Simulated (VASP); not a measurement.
Input of a VASP 6.6.1 run:

Contents of INCAR:

```
SYSTEM = Zn
ALGO = Normal
EDIFF = 1E-6
ENCUT = 520
GGA = PS
ISIF = 2
ISMEAR = -1
LASPH = .TRUE.
LCHARG = .FALSE.
LREAL = .FALSE.
LWAVE = .FALSE.
NBANDS = 12
NELM = 80
PREC = Accurate
SIGMA = 0.05
```

Contents of KPOINTS:

```
k-points
0
G
  12 12 12
  0 0 0
```

The input POSCAR:

```
Zn
1.0
   -1.4249869382      1.4249869382      1.4249869382
    1.4249869382     -1.4249869382      1.4249869382
    1.4249869382      1.4249869382     -1.4249869382
Zn
1
Direct
    0.0000000000      0.0000000000      0.0000000000
```

Potentials or basis: VASP PAW PBE potentials, release 64 (Zn).

Launch:

```sh
$ cat potpaw_PBE.64/Zn/POTCAR > POTCAR
$ mpirun -np 1 vasp_std > vasp.out
```

(1) Predict the band gap on the k mesh.

(2) What does it give for the pressure?

Answers

(1) zero (band 6 reaches 10.01 eV, above the bottom of band 7 at 4.94 eV).

(2) 31.0 GPa.

Caveat: the PAW data sets were made with another functional, which shifts forces and pressure a little.
